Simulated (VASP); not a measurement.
Write the native input for VASP 6.6.1 that does the following.

```
Task                   : single point
Functional             : PBE
Potentials or basis    : VASP PAW PBE potentials, release 64 (Si, Be)
Cutoff                 : 520 eV
k mesh                 : 7 × 7 × 7
Occupations            : fermi-dirac, width 0.05 eV
Spin                   : no spin polarisation
Dipole correction      : no
Further INCAR settings : ALGO = Normal; EDIFF = 1e-07; NBANDS = 11
```

The structure of Be2Si lies in POSCAR:

```
Be2Si
1.0
    0.0000000000      2.6400000000      2.6400000000
    2.6400000000      0.0000000000      2.6400000000
    2.6400000000      2.6400000000      0.0000000000
Si Be
1 2
Direct
    0.0000000000      0.0000000000      0.0000000000
    0.2500000000      0.2500000000      0.2500000000
    0.7500000000      0.7500000000      0.7500000000
```

The input as run:

INCAR

```
SYSTEM = Be2Si
ALGO = Normal ; EDIFF = 1E-7
ENCUT = 520 ; GGA = PE
ISIF = 2 ; ISMEAR = -1
LASPH = .TRUE. ; LCHARG = .FALSE.
LREAL = .FALSE. ; LWAVE = .FALSE.
NBANDS = 11 ; NELM = 60
PREC = Accurate ; SIGMA = 0.05
```

KPOINTS

```
k-points
0
G
  7 7 7
  0 0 0
```

Potentials or basis: VASP PAW PBE potentials, release 64 (Si, Be).

Run with:

```console
$ cat potpaw_PBE.64/Si/POTCAR potpaw_PBE.64/Be/POTCAR > POTCAR
$ mpirun -np 1 vasp_std > vasp.out
```

Results of the run:

- Pressure: 0.3 GPa
- Band gap on the k mesh: zero (band 4 reaches 7.09 eV, above the bottom of band 5 at 6.49 eV)

It took 17 s on 1 thread of Intel Xeon 6975P-C (shared host), peak memory 0.15 GiB.
